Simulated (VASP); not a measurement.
# C (Fd-3m) in VASP: settings compared

Aim: see how the results for C move with the level of theory and the settings. Levels: r2SCAN, r2SCAN0. Tasks: single point.

Program: VASP 6.6.1. These are calculated values, not measurements. Logs are shortened: lines on timing, memory, paths and dates and some standing lists are left out, and cuts for length are marked.

### Step 1. The cell of the first run

The structure is cubic, space group Fd-3m (No. 227). Conventional cell: a = 3.560 Å, b = 3.560 Å, c = 3.560 Å, α = 90.00°, β = 90.00°, γ = 90.00°. Within 2.1 Å of C (site symmetry -43m) lie 4 C at 1.54 Å.

### Step 2. Single point, r2SCAN

POSCAR reads:

```
C
1.0
    0.0000000000      1.7801477522      1.7801477522
    1.7801477522      0.0000000000      1.7801477522
    1.7801477522      1.7801477522      0.0000000000
C
2
Direct
    0.5000000000      0.5000000000      0.5000000000
    0.7500000000      0.7500000000      0.7500000000
```

INCAR.step1 reads:

```
ALGO     = Normal         # electronic algorithm
EDIFF    = 1E-4           # SCF threshold, eV
ENCUT    = 520            # plane-wave cutoff, eV
GGA      = PE             # functional
ISMEAR   = -1             # smearing method
LASPH    = True           # aspherical terms in the spheres
LCHARG   = False          # write CHGCAR
LREAL    = False          # projectors in reciprocal space
LWAVE    = True           # write WAVECAR
NBANDS   = 11             # bands
NELM     = 60             # most SCF steps
PREC     = Accurate       # precision mode
SIGMA    = 0.1            # smearing width, eV
```

INCAR.step2 reads:

```
ALGO     = Normal         # electronic algorithm
EDIFF    = 1E-6           # SCF threshold, eV
ENCUT    = 520            # plane-wave cutoff, eV
ISIF     = 2              # what is computed and relaxed
ISMEAR   = -1             # smearing method
ISTART   = 1            
LASPH    = True           # aspherical terms in the spheres
LCHARG   = False          # write CHGCAR
LMIXTAU  = True         
LREAL    = False          # projectors in reciprocal space
LWAVE    = False          # write WAVECAR
METAGGA  = R2SCAN         # meta-GGA
NBANDS   = 11             # bands
NELM     = 60             # most SCF steps
PREC     = Accurate       # precision mode
SIGMA    = 0.1            # smearing width, eV
```

KPOINTS reads:

```
k-points
0
Gamma
  8 8 8
```

Potentials or basis: VASP PAW PBE potentials, release 64 (C).

On the command line:

```console
cat potpaw_PBE.64/C/POTCAR > POTCAR
cp INCAR.step1 INCAR
mpirun -np 1 vasp_std > vasp.out
cp INCAR.step2 INCAR
mpirun -np 1 vasp_std > vasp.out
```

OUTCAR:

```text
EDIFF = 1E-6
   ENCUT = 520
   ISIF = 2
   ISMEAR = -1
   ISTART = 1
   LASPH = True
   LREAL = False
   METAGGA = R2SCAN
   NELM = 60
   PREC = Accurate

 ion  position               nearest neighbor table
   1  0.500  0.500  0.500-   2 1.54   2 1.54   2 1.54   2 1.54
   2  0.750  0.750  0.750-   1 1.54   1 1.54   1 1.54   1 1.54

  LATTYP: Found a face centered cubic cell.
 ALAT       =     3.5602955044

  Lattice vectors:

 A1 = (   0.0000000000,   1.7801477522,   1.7801477522)
 A2 = (   1.7801477522,   0.0000000000,   1.7801477522)
 A3 = (   1.7801477522,   1.7801477522,   0.0000000000)

Analysis of symmetry for initial positions (statically):
=====================================================================
 Subroutine PRICEL returns:
 Original cell was already a primitive cell.

 Routine SETGRP: Setting up the symmetry group for a
 face centered cubic supercell.

 Subroutine GETGRP returns: Found 48 space group operations
 (whereof 24 operations were pure point group operations)
 out of a pool of 48 trial point group operations.

The static configuration has the point symmetry T_d .
 The point group associated with its full space group is O_h .

Analysis of symmetry for dynamics (positions and initial velocities):
=====================================================================
 Subroutine PRICEL returns:
 Original cell was already a primitive cell.

 Routine SETGRP: Setting up the symmetry group for a
 face centered cubic supercell.

 Subroutine GETGRP returns: Found 48 space group operations
 (whereof 24 operations were pure point group operations)
 out of a pool of 48 trial point group operations.

The dynamic configuration has the point symmetry T_d .
 The point group associated with its full space group is O_h .

 Subroutine INISYM returns: Found 48 space group operations
 (whereof 24 operations are pure point group operations),
 and found     1 'primitive' translations

----------------------------------------------------------------------------------------

                                     Primitive cell

  volume of cell :      11.2823

  direct lattice vectors                    reciprocal lattice vectors
     0.000000000  1.780147752  1.780147752    -0.280875562  0.280875562  0.280875562
     1.780147752  0.000000000  1.780147752     0.280875562 -0.280875562  0.280875562
     1.780147752  1.780147752  0.000000000     0.280875562  0.280875562 -0.280875562

[... 89 lines left out ...]
   ISIF   =      2    stress and relaxation
   ISYM   =      2    0-nonsym 1-usesym 2-fastsym
   POTIM  = 0.5000    time-step for ionic-motion
   TEBEG  =    0.0;   TEEND  =   0.0 temperature during run
   PSTRESS=    0.0 pullay stress
   NELECT =       8.0000    total number of electrons
   NUPDOWN=      -1.0000    fix difference up-down
   EMIN   =  10.00;   EMAX   =-10.00  energy-range for DOS
   EFERMI =   0.00;   METHOD = LEGACY
   ISMEAR =    -1;   SIGMA  =   0.10  broadening in eV -4-tet -1-fermi 0-gaus
   EFERMI_NEDOS =   21; number of points for ismear=-14 and -15
   IALGO  =     38    algorithm
   IMIX   =      4    mixing-type and parameters
     AMIX     =   0.40;   BMIX     =  1.00
     AMIX_MAG =   1.60;   BMIX_MAG =  1.00
  volume/ion in A,a.u.               =       5.64        38.07
  Fermi-wavevector in a.u.,A,eV,Ry     =   1.459841  2.758699 28.995847  2.131135
  Thomas-Fermi vector in A             =   2.576360
   LORBIT       =      0    0 simple, 1 ext, 2 COOP (PROOUT), +10 PAW based schemes
   METAGGA = R2SCAN    functional components
   LHFCALC =     F    Hartree Fock is set to
   AEXX    =    0.0000 exact exchange contribution
   IVDW    =     0    specifies the selected vdW correction
   LEPSILON=     F    determine dielectric tensor
   LRPA    =     F    only Hartree local field effects (RPA)
 non-spin polarized calculation
  energy-cutoff  :      520.00
  volume of cell :       11.28
 maximum number of plane-waves:       314
   NGX =  9   NGY =  9   NGZ =  9

 number of electron       7.9999999 magnetization

 Free energy of the ion-electron system (eV)
  ---------------------------------------------------
  ext. energy  EPLUGINS =         0.00000000
  ---------------------------------------------------
  free energy    TOTEN  =       -19.65633575 eV

  energy without entropy =      -19.65633575  energy(sigma->0) =      -19.65633575

 E-fermi :  11.8217     XC(G=0): -14.2875

 val. band max:        9.7922369878   @ k =   0.0000   0.0000   0.0000
 cond. band min:      14.1301187331   @ k =   0.3750   0.3750   0.0000
 fundamental gap:      4.3378817453
 Fermi energy:        11.8216781753

 k-point     1 :       0.0000    0.0000    0.0000
  band No.  band energies     occupation
      1     -12.9785      2.00000
      2       9.7922      2.00000
      3       9.7922      2.00000
      4       9.7922      2.00000
      5      15.6426      0.00000
      6      15.6426      0.00000
      7      15.6426      0.00000
      8      23.7406      0.00000
      9      30.2604      0.00000
     10      37.2403      0.00000
     11      37.2403      0.00000
[... 309 lines left out ...]
 k-point    24 :      -0.3750    0.2500    0.1250
  band No.  band energies     occupation
      1      -5.9275      2.00000
      2      -3.2814      2.00000
      3       3.0567      2.00000
      4       4.8120      2.00000
      5      18.5771      0.00000
      6      19.7117      0.00000
      7      23.5993      0.00000
      8      25.6056      0.00000
      9      29.1787      0.00000
     10      35.2166      0.00000
     11      37.4863      0.00000

 [... further k-points ...]

------------------------ aborting loop because EDIFF is reached ----------------------------------------

  FORCE on cell =-STRESS in cart. coord.  units (eV):
  Direction    XX          YY          ZZ          XY          YZ          ZX
  --------------------------------------------------------------------------------------
  -------------------------------------------------------------------------------------
  Total        0.0787986      0.0787986      0.0787986      0.0000000      0.0000000     -0.0000000
  in kB       11.1900160     11.1900160     11.1900160      0.0000000      0.0000000     -0.0000000
  external PRESSURE =      11.1900160 kB  Pullay stress =       0.0000000 kB

 VOLUME and BASIS-vectors are now :
 -----------------------------------------------------------------------------
  energy-cutoff  :      520.00
  volume of cell :       11.28
      direct lattice vectors                 reciprocal lattice vectors
     0.000000000  1.780147752  1.780147752    -0.280875562  0.280875562  0.280875562
     1.780147752  0.000000000  1.780147752     0.280875562 -0.280875562  0.280875562
     1.780147752  1.780147752  0.000000000     0.280875562  0.280875562 -0.280875562

 POSITION                                       TOTAL-FORCE (eV/Angst)
 -----------------------------------------------------------------------------------
      1.78015      1.78015      1.78015         0.000000      0.000000      0.000000
      2.67022      2.67022      2.67022        -0.000000     -0.000000     -0.000000
 -----------------------------------------------------------------------------------
    total drift:                                0.000000     -0.000000      0.000000

  FREE ENERGIE OF THE ION-ELECTRON SYSTEM (eV)
  ---------------------------------------------------
  free  energy   TOTEN  =       -19.6563357537 eV

  energy  without entropy=      -19.6563357536  energy(sigma->0) =      -19.65633575
```

OUTCAR.step1:

```text
EDIFF = 1E-4
   ENCUT = 520
   GGA = PE
   ISMEAR = -1
   LASPH = True
[... 558 lines left out ...]
      1.78015      1.78015      1.78015        -0.000000     -0.000000     -0.000000
      2.67022      2.67022      2.67022         0.000000      0.000000      0.000000
 -----------------------------------------------------------------------------------
    total drift:                                0.000000     -0.000000      0.000000

  FREE ENERGIE OF THE ION-ELECTRON SYSTEM (eV)
  ---------------------------------------------------
  free  energy   TOTEN  =       -18.1829276462 eV

  energy  without entropy=      -18.1829276461  energy(sigma->0) =      -18.18292765
```

OSZICAR.step1:

```text
N       E                     dE             d eps       ncg     rms          rms(c)
DAV:   1     0.144476422713E+01    0.14448E+01   -0.49890E+03   654   0.707E+02
DAV:   2    -0.184454101148E+02   -0.19890E+02   -0.19149E+02   866   0.128E+02
DAV:   3    -0.188320973514E+02   -0.38669E+00   -0.38529E+00   734   0.138E+01
DAV:   4    -0.188326586745E+02   -0.56132E-03   -0.56131E-03   692   0.664E-01
DAV:   5    -0.188326593392E+02   -0.66471E-06   -0.66468E-06   706   0.219E-02    0.560E+00
DAV:   6    -0.183451465146E+02    0.48751E+00   -0.25505E-01   653   0.356E+00    0.335E+00
DAV:   7    -0.181810599723E+02    0.16409E+00   -0.31173E-01   683   0.398E+00    0.767E-01
DAV:   8    -0.181828872393E+02   -0.18273E-02   -0.86328E-03   656   0.694E-01    0.439E-02
DAV:   9    -0.181829276462E+02   -0.40407E-04   -0.62193E-05   705   0.636E-02
   1 F= -.18182928E+02 E0= -.18182928E+02  d E =-.768157E-10
```

Run time: 23 s. Hardware: 1 thread of Intel Xeon Platinum 8375C at 2.90GHz (Ice Lake), shared host; peak memory 0.12 GiB.

Results:

```
Free energy            : -19.6563 eV
Pressure               : 1.1 GPa
Band gap on the k mesh : 4.34 eV (least direct gap 5.85 eV)
```

Levels at points of the mesh, in eV from the valence-band top:
| k point | band 2 | band 3 | band 4 | band 5 | band 6 | band 7 |
| --- | --- | --- | --- | --- | --- | --- |
| (0.00, 0.00, 0.00) | 0.00 | 0.00 | 0.00 | 5.85 | 5.85 | 5.85 |
| (0.50, 0.00, 0.00) | -14.11 | -2.99 | -2.99 | 8.90 | 8.90 | 9.20 |
| (0.50, 0.50, 0.00) | -13.63 | -6.69 | -6.69 | 5.01 | 5.01 | 17.96 |

Caveat: the PAW data sets were made with another functional, which shifts forces and pressure a little.

### Step 3. Single point, r2SCAN0

POSCAR is that of step 2.

INCAR.step1 reads:

```
PREC = Accurate ; ENCUT = 520
EDIFF = 1E-5 ; ISMEAR = -1
SIGMA = 0.1 ; LREAL = False
LASPH = True ; NELM = 80
ALGO = Normal ; ISIF = 2
LWAVE = True ; GGA = PE
NBANDS = 11
```

INCAR.step2 reads:

```
PREC = Accurate ; ENCUT = 520
EDIFF = 1E-6 ; ISMEAR = -1
SIGMA = 0.1 ; LREAL = False
LASPH = True ; NELM = 80
ALGO = Normal ; ISIF = 2
LWAVE = False ; LCHARG = True
METAGGA = R2SCAN ; LHFCALC = True
AEXX = 0.25 ; LMIXTAU = True
PRECFOCK = Normal ; LELF = True
LVHAR = True ; ISTART = 1
NBANDS = 11
```

KPOINTS reads:

```
regular mesh
0
Gamma
  8 8 8
```

Potentials or basis: VASP PAW PBE potentials, release 64 (C).

On the command line:

```console
cat potpaw_PBE.64/C/POTCAR > POTCAR
cp INCAR.step1 INCAR
mpirun -np 1 vasp_std > vasp.out
cp INCAR.step2 INCAR
mpirun -np 1 vasp_std > vasp.out
```

Run time: 14 min. Hardware: 1 thread of Intel Xeon Platinum 8375C at 2.90GHz (Ice Lake), shared host; peak memory 0.13 GiB.

Results (log left out):

| Property | Result |
| --- | --- |
| Free energy | -23.1746 eV |
| Pressure | -7.0 GPa |
| Band gap on the k mesh | 6.14 eV (least direct gap 7.83 eV) |

Levels at points of the mesh, in eV from the valence-band top:
| k point | band 2 | band 3 | band 4 | band 5 | band 6 | band 7 |
| --- | --- | --- | --- | --- | --- | --- |
| (0.00, 0.00, 0.00) | 0.00 | 0.00 | 0.00 | 7.83 | 7.83 | 7.83 |
| (0.50, 0.00, 0.00) | -15.17 | -3.22 | -3.22 | 11.02 | 11.02 | 11.32 |
| (0.50, 0.50, 0.00) | -14.69 | -7.18 | -7.18 | 6.81 | 6.81 | 20.70 |

Caveat: the cell stands under tension; the PAW data sets were made with another functional, which shifts forces and pressure a little. A k mesh can miss the band edges.
